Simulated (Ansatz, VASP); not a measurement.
**Two plane-wave programs on Sn**

```
Sn
1.0
    -1.82559    1.82559    1.96601
     1.82559   -1.82559    1.96601
     1.82559    1.82559   -1.96601
Sn
1
Direct
  0.00000 0.00000 0.00000
```

Change from the starting cell: strain -0.025 along x and y, +0.050 along z, atoms carried along.

Alike in both runs: task single point; functional PBEsol; k mesh 22 × 22 × 22; occupations gaussian, width 0.15 eV; no spin polarisation.

|  | VASP | Ansatz |
| --- | --- | --- |
| version | VASP 6.6.1 | Ansatz 0.2.0 |
| potentials or method | VASP PAW PBE potentials, release 64 (Sn_d), cutoff 520 eV | scalar-relativistic, plane waves, PAW |
| valence electrons in the cell | 14 | 14 |

VASP gave:

```
gap on the k mesh at the Fermi level (eV)                     : none
pressure (GPa)                                                : -0.1
traceless stress, the component that is largest in VASP (GPa) : 0.32
```

Question: Estimate Ansatz's values.

Answer: gap on the k mesh at the Fermi level (eV): none; pressure (GPa): 0.0; traceless stress, the component that is largest in VASP (GPa): 0.32.

VASP's potentials were made for PBE, not for PBEsol. A gap of «none» marks a metal or a gap that the smearing closes.
